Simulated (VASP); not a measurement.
# CuBiSeO (P4/nmm) in VASP: notebook, part 2 of 2

VASP 6.6.1.

## 4. Single point, LDA (14.93 Å³/atom)

This run uses another cell than the first one, of 14.93 Å³/atom.

The input, INCAR:

```
SYSTEM = CuBiSeO
  ALGO = Normal
  EDIFF = 1E-7
  ENCUT = 520
  ISIF = 2
  ISMEAR = 0
  LASPH = .TRUE.
  LCHARG = .TRUE.
  LELF = .TRUE.
  LREAL = .FALSE.
  LVHAR = .TRUE.
  LWAVE = .FALSE.
  NBANDS = 48
  NELM = 100
  PREC = Accurate
  SIGMA = 0.01
```

The input, KPOINTS:

```
k-points
0
G
  10 10 4
  0 0 0
```

The input, POSCAR:

```
CuBiSeO
1.0
    3.7863846843      0.0000000000      0.0000000000
    0.0000000000      3.7863846843      0.0000000000
    0.0000000000      0.0000000000      8.3288524239
Cu Bi Se O
2 2 2 2
Direct
    0.0000000000      0.0000000000      0.5000000000
    0.5000000000      0.5000000000      0.5000000000
    0.0000000000      0.5000000000      0.8505635559
    0.5000000000      0.0000000000      0.1494364441
    0.5000000000      0.0000000000      0.6774005454
    0.0000000000      0.5000000000      0.3225994546
    0.5000000000      0.5000000000      0.0000000000
    0.0000000000      0.0000000000      0.0000000000
```

Potentials or basis: VASP PAW LDA potentials, release 64 (Cu, Bi_d, Se, O).

The run is started by

```console
> cat potpaw_LDA.64/Cu/POTCAR potpaw_LDA.64/Bi_d/POTCAR potpaw_LDA.64/Se/POTCAR potpaw_LDA.64/O/POTCAR > POTCAR
> mpirun -np 1 vasp_std > vasp.out
```

OUTCAR:

```text
SYSTEM = CuBiSeO
   EDIFF = 1E-7
   ENCUT = 520
   ISIF = 2
   ISMEAR = 0
   LASPH = .TRUE.
   LREAL = .FALSE.
   NELM = 100
   PREC = Accurate

 ion  position               nearest neighbor table
   1  0.000  0.000  0.500-   5 2.40   6 2.40   6 2.40   5 2.40   2 2.68   2 2.68   2 2.68   2 2.68

   2  0.500  0.500  0.500-   5 2.40   6 2.40   5 2.40   6 2.40   1 2.68   1 2.68   1 2.68   1 2.68

   3  0.000  0.500  0.851-   7 2.27   8 2.27   8 2.27   7 2.27   5 3.04   5 3.04   5 3.04   5 3.04
                             4 3.66   4 3.66   4 3.66   4 3.66
   4  0.500  0.000  0.149-   7 2.27   8 2.27   7 2.27   8 2.27   6 3.04   6 3.04   6 3.04   6 3.04
                             3 3.66   3 3.66   3 3.66   3 3.66
   5  0.500  0.000  0.677-   1 2.40   2 2.40   2 2.40   1 2.40   3 3.04   3 3.04   3 3.04   3 3.04

   6  0.000  0.500  0.323-   1 2.40   2 2.40   1 2.40   2 2.40   4 3.04   4 3.04   4 3.04   4 3.04

   7  0.500  0.500  0.000-   3 2.27   4 2.27   4 2.27   3 2.27
   8  0.000  0.000  0.000-   3 2.27   4 2.27   3 2.27   4 2.27

  LATTYP: Found a simple tetragonal cell.
 ALAT       =     3.7863846843
 C/A-ratio  =     2.1996846909

  Lattice vectors:

 A1 = (   3.7863846843,   0.0000000000,   0.0000000000)
 A2 = (   0.0000000000,   3.7863846843,   0.0000000000)
 A3 = (   0.0000000000,   0.0000000000,   8.3288524239)

Analysis of symmetry for initial positions (statically):
=====================================================================
 Subroutine PRICEL returns:
 Original cell was already a primitive cell.

 Routine SETGRP: Setting up the symmetry group for a
 simple tetragonal supercell.

 Subroutine GETGRP returns: Found 16 space group operations
 (whereof  8 operations were pure point group operations)
 out of a pool of 16 trial point group operations.

The static configuration has the point symmetry D_2d.
 The point group associated with its full space group is D_4h.

Analysis of symmetry for dynamics (positions and initial velocities):
=====================================================================
 Subroutine PRICEL returns:
[... 148 lines left out ...]
   LHFCALC =     F    Hartree Fock is set to
   AEXX    =    0.0000 exact exchange contribution
   IVDW    =     0    specifies the selected vdW correction
   LEPSILON=     F    determine dielectric tensor
   LRPA    =     F    only Hartree local field effects (RPA)
 non-spin polarized calculation
 Gauss-broadening in eV      SIGMA  =   0.01
  energy-cutoff  :      520.00
  volume of cell :      119.41
 maximum number of plane-waves:      3250
   NGX = 15   NGY = 15   NGZ = 31

 number of electron      75.9999989 magnetization

 Free energy of the ion-electron system (eV)
  ---------------------------------------------------
  ext. energy  EPLUGINS =         0.00000000
  ---------------------------------------------------
  free energy    TOTEN  =       -43.45642757 eV

  energy without entropy =      -43.45642757  energy(sigma->0) =      -43.45642757

 E-fermi :   8.9320     XC(G=0): -12.0055

 val. band max:        8.7935537442   @ k =   0.2000   0.2000   0.0000
 cond. band min:       9.3772357275   @ k =   0.0000   0.0000   0.5000
 fundamental gap:      0.5836819832
 Fermi energy:         8.9320003153

 k-point     1 :       0.0000    0.0000    0.0000
  band No.  band energies     occupation
      1     -14.9370      2.00000
      2     -14.6599      2.00000
      3     -14.6596      2.00000
      4     -14.6596      2.00000
      5     -14.6327      2.00000
      6     -14.5860      2.00000
[... 1213 lines left out ...]
     47      14.7344      0.00000
     48      15.1365      0.00000

 [... further k-points ...]

------------------------ aborting loop because EDIFF is reached ----------------------------------------

  FORCE on cell =-STRESS in cart. coord.  units (eV):
  Direction    XX          YY          ZZ          XY          YZ          ZX
  --------------------------------------------------------------------------------------
  -------------------------------------------------------------------------------------
  Total        8.7409546      8.7409546      8.6905229      0.0000000     -0.0000000      0.0000000
  in kB      117.2829304    117.2829304    116.6062573      0.0000000     -0.0000000      0.0000000
  external PRESSURE =     117.0573727 kB  Pullay stress =       0.0000000 kB

 VOLUME and BASIS-vectors are now :
 -----------------------------------------------------------------------------
  energy-cutoff  :      520.00
  volume of cell :      119.41
      direct lattice vectors                 reciprocal lattice vectors
     3.786384684  0.000000000  0.000000000     0.264104174  0.000000000  0.000000000
     0.000000000  3.786384684  0.000000000     0.000000000  0.264104174  0.000000000
     0.000000000  0.000000000  8.328852424     0.000000000  0.000000000  0.120064560

 POSITION                                       TOTAL-FORCE (eV/Angst)
 -----------------------------------------------------------------------------------
      0.00000      0.00000      4.16443         0.000000      0.000000      0.000000
      1.89319      1.89319      4.16443        -0.000000      0.000000      0.000000
      0.00000      1.89319      7.08422         0.000000      0.000000     -0.066266
      1.89319      0.00000      1.24463         0.000000      0.000000      0.066266
      1.89319      0.00000      5.64197         0.000000      0.000000      0.034114
      0.00000      1.89319      2.68688         0.000000      0.000000     -0.034114
      1.89319      1.89319      0.00000         0.000000     -0.000000      0.000000
      0.00000      0.00000      0.00000         0.000000      0.000000      0.000000
 -----------------------------------------------------------------------------------
    total drift:                                0.000000      0.000000      0.000000

  FREE ENERGIE OF THE ION-ELECTRON SYSTEM (eV)
  ---------------------------------------------------
  free  energy   TOTEN  =       -43.4564275676 eV

  energy  without entropy=      -43.4564275676  energy(sigma->0) =      -43.45642757
```

stdout:

```text
POSCAR found type information on POSCAR CuBiSeO
 POSCAR found :  4 types and       8 ions
 scaLAPACK will be used
 LDA part: xc-table for (Slater(with rela. corr.)+CA(PZ))
 , standard interpolation
 POSCAR, INCAR and KPOINTS ok, starting setup
 FFT: planning ... GRIDC
 FFT: planning ... GRID_SOFT
 FFT: planning ... GRID
 WAVECAR not read
 entering main loop
```

Run time: 4.8 min. Hardware: 1 thread of Intel Xeon Platinum 8488C (Sapphire Rapids), shared host; peak memory 0.41 GiB.

Results:

```
Free energy            : -43.4564 eV
Pressure               : 11.7 GPa
Largest force          : 0.066 eV/Å
Band gap on the k mesh : 0.58 eV (least direct gap 0.82 eV)
```

Forces in eV/Å, atoms in the order of the input:
```
Cu   0.000  0.000  0.000
Cu   0.000  0.000  0.000
Bi   0.000  0.000 -0.066
Bi   0.000  0.000  0.066
Se   0.000  0.000  0.034
Se   0.000  0.000 -0.034
O    0.000  0.000  0.000
O    0.000  0.000  0.000
```

Caveat: the cell stands under pressure; spin-orbit coupling is left out, which moves the levels of the heavy elements.

## 5. Single point, LDA (15.42 Å³/atom)

This run uses another cell than the first one, of 15.42 Å³/atom.

The input, INCAR:

```
ALGO     = Normal         # electronic algorithm
EDIFF    = 1E-7           # SCF threshold, eV
ENCUT    = 520            # plane-wave cutoff, eV
ISIF     = 2              # what is computed and relaxed
ISMEAR   = 0              # smearing method
LASPH    = T              # aspherical terms in the spheres
LCHARG   = F              # write CHGCAR
LREAL    = F              # projectors in reciprocal space
LWAVE    = F              # write WAVECAR
NBANDS   = 48             # bands
NELM     = 80             # most SCF steps
PREC     = Accurate       # precision mode
SIGMA    = 0.01           # smearing width, eV
```

The input, KPOINTS:

```
k-points
0
Gamma
  10 10 4
```

The input, POSCAR:

```
CuBiSeO
1.0
    3.8101756236      0.0000000000      0.0000000000
    0.0000000000      3.8101756236      0.0000000000
    0.0000000000      0.0000000000      8.4963248599
Cu Bi Se O
2 2 2 2
Direct
    0.0000000000      0.0000000000      0.5000000000
    0.5000000000      0.5000000000      0.5000000000
    0.0000000000      0.5000000000      0.8529220981
    0.5000000000      0.0000000000      0.1470779019
    0.5000000000      0.0000000000      0.6756221967
    0.0000000000      0.5000000000      0.3243778033
    0.5000000000      0.5000000000      0.0000000000
    0.0000000000      0.0000000000      0.0000000000
```

The run is started by

```console
> cat potpaw_LDA.64/Cu/POTCAR potpaw_LDA.64/Bi_d/POTCAR potpaw_LDA.64/Se/POTCAR potpaw_LDA.64/O/POTCAR > POTCAR
> mpirun -np 1 vasp_std > vasp.out
```

It took 4.6 min on 1 thread of Intel Xeon Platinum 8488C (Sapphire Rapids), shared host; peak memory 0.42 GiB.

It converged, with:

```yaml
Free_energy: -43.6864 eV
Pressure: 7.3 GPa
Largest_force: 0.066 eV/Å
Band_gap_on_the_k_mesh: 0.51 eV (least direct gap 0.69 eV)
```

Forces in eV/Å, atoms in the order of the input:
```
Cu   0.000  0.000  0.000
Cu   0.000  0.000  0.000
Bi   0.000  0.000 -0.066
Bi   0.000  0.000  0.066
Se   0.000  0.000  0.038
Se   0.000  0.000 -0.038
O    0.000  0.000  0.000
O    0.000  0.000  0.000
```

Levels at points of the mesh, in eV from the valence-band top:
| k point | band 36 | band 37 | band 38 | band 39 | band 40 | band 41 |
| --- | --- | --- | --- | --- | --- | --- |
| (0.00, 0.00, 0.00) | -0.85 | -0.63 | -0.63 | 0.73 | 1.15 | 3.30 |
| (0.50, 0.00, 0.00) | -0.71 | -0.42 | -0.42 | 2.12 | 2.12 | 3.09 |
| (0.50, 0.50, 0.00) | -2.24 | -1.55 | -1.55 | 0.88 | 0.88 | 2.80 |
| (0.00, 0.00, 0.50) | -1.06 | -0.17 | -0.17 | 0.51 | 0.82 | 2.63 |
| (0.50, 0.00, 0.50) | -0.61 | -0.45 | -0.45 | 1.94 | 1.94 | 3.21 |
| (0.50, 0.50, 0.50) | -2.24 | -1.33 | -1.33 | 2.22 | 2.22 | 2.77 |

Caveat: the cell stands under pressure; spin-orbit coupling is left out, which moves the levels of the heavy elements.

## 6. Summary

| cell | gap on the mesh (eV) | pressure (GPa) | largest force (eV/Å) |
| --- | --- | --- | --- |
| a = 3.944, b = 3.944, c = 9.277 Å, 8 atoms, atomic positions A | none | -6.5 | 0.08 |
| a = 3.764, b = 3.764, c = 8.152 Å, 8 atoms, atomic positions B | 0.65 | 17.0 | 0.07 |
| a = 3.786, b = 3.786, c = 8.329 Å, 8 atoms, atomic positions C | 0.58 | 11.7 | 0.07 |
| a = 3.810, b = 3.810, c = 8.496 Å, 8 atoms, atomic positions D | 0.51 | 7.3 | 0.07 |

Alike in all rows: task single point; level LDA; potentials or basis VASP PAW LDA potentials, release 64 (Cu, Bi_d, Se, O); no spin polarisation; k mesh 10 × 10 × 4; cutoff (eV) 520; smearing gaussian 0.01 eV.

Caveats: spin-orbit coupling is left out, which moves the levels of the heavy elements; the cell stands under pressure (at least some runs); the cell stands under tension (at least some runs); semilocal functionals often make such compounds metallic where correlation or magnetic order opens a gap, which also shifts bond lengths (at least some runs).

Total energies depend on the potentials used, so only differences within one code and one set of settings carry meaning.
